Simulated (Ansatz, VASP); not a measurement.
**Two plane-wave programs on Pt**

File INCAR:

```
SYSTEM = Pt
PREC = Accurate
ENCUT = 500
EDIFF = 1E-6
ISMEAR = -1
SIGMA = 0.05
LREAL = .FALSE.
LASPH = .TRUE.
NELM = 120
ALGO = Normal
ISIF = 2
LWAVE = .FALSE.
LCHARG = .FALSE.
NBANDS = 11
GGA_COMPAT = .FALSE.
```

The input KPOINTS:

```
regular mesh
0
G
  9 9 9
  0 0 0
```

POSCAR

```
Pt
1.0
   -1.5842200000      1.5842200000      1.5842200000
    1.5842200000     -1.5842200000      1.5842200000
    1.5842200000      1.5842200000     -1.5842200000
Pt
1
Direct
    0.0000000000      0.0000000000      0.0000000000
```

Input for Ansatz:

```yaml
crystal:
  lattice:
    - [-1.58422, 1.58422, 1.58422]
    - [1.58422, -1.58422, 1.58422]
    - [1.58422, 1.58422, -1.58422]
  atoms:
    - { symbol: Pt, position: [0.0, 0.0, 0.0] }
basis:
  ecutwfc: 540.0
  xc_grid: 2
kpoints:
  mp_grid:
    grid: [9, 9, 9]
hamiltonian:
  xc: lda
scf:
  convergence:
    dr2_threshold: 1.0e-09
  mixing:
    algorithm: broyden
    beta: 0.6
    ndim: 8
  occupations:
    method: fermi_dirac
    width: 0.05
output:
  forces: true
  stress: true
```

Alike in both runs: task single point; functional LDA; k mesh 9 × 9 × 9; occupations fermi-dirac, width 0.05 eV; no spin polarisation.

|  | VASP | Ansatz |
| --- | --- | --- |
| version | VASP 6.6.1 | Ansatz 0.2.0 |
| potentials or method | VASP PAW LDA potentials, release 64 (Pt), cutoff 500 eV | plane waves, PAW |
| valence electrons in the cell | 10 | 18 |

|  | VASP | Ansatz | Ansatz less VASP |
| --- | --- | --- | --- |
| pressure (GPa) | -15.9 | -16.5 | -0.57 |

LDA's correlation is that of Perdew and Zunger in VASP and of Perdew and Wang (1992) in Ansatz. VASP's potentials hold 10 valence electrons a cell and Ansatz's 18, so a difference there can come from the potentials and not from the codes. Ansatz's warnings: stress scf threshold loose.

Neither program's run includes spin-orbit coupling.
